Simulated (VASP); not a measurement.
Input of a VASP 6.6.1 run:

INCAR

```
ALGO = Fast
EDIFF = 1E-7
ENCUT = 520
GGA = PE
ISIF = 2
ISMEAR = 0
LASPH = T
LCHARG = F
LREAL = F
LWAVE = F
NBANDS = 16
NELM = 80
PREC = Accurate
SIGMA = 0.1
```

KPOINTS

```
k-points
0
Gamma
  18 18 18
```

Contents of POSCAR:

```
Li3Os
1.0
   -1.7869854137      1.7869854137      4.1280981986
    1.7869854137     -1.7869854137      4.1280981986
    1.7869854137      1.7869854137     -4.1280981986
Li Os
3 1
Direct
    0.7500000000      0.2500000000      0.5000000000
    0.2500000000      0.7500000000      0.5000000000
    0.5000000000      0.5000000000      0.0000000000
    0.0000000000      0.0000000000      0.0000000000
```

Potentials or basis: VASP PAW PBE potentials, release 64 (Li_sv, Os).

Command:

```sh
$ cat potpaw_PBE.64/Li_sv/POTCAR potpaw_PBE.64/Os/POTCAR > POTCAR
$ mpirun -np 1 vasp_std > vasp.out
```

Q: Estimate the band gap on the k mesh.

A: Zero (an odd number of electrons rules out a gap without spin polarisation).

Caveat: spin-orbit coupling is left out, which moves the levels of the heavy elements.
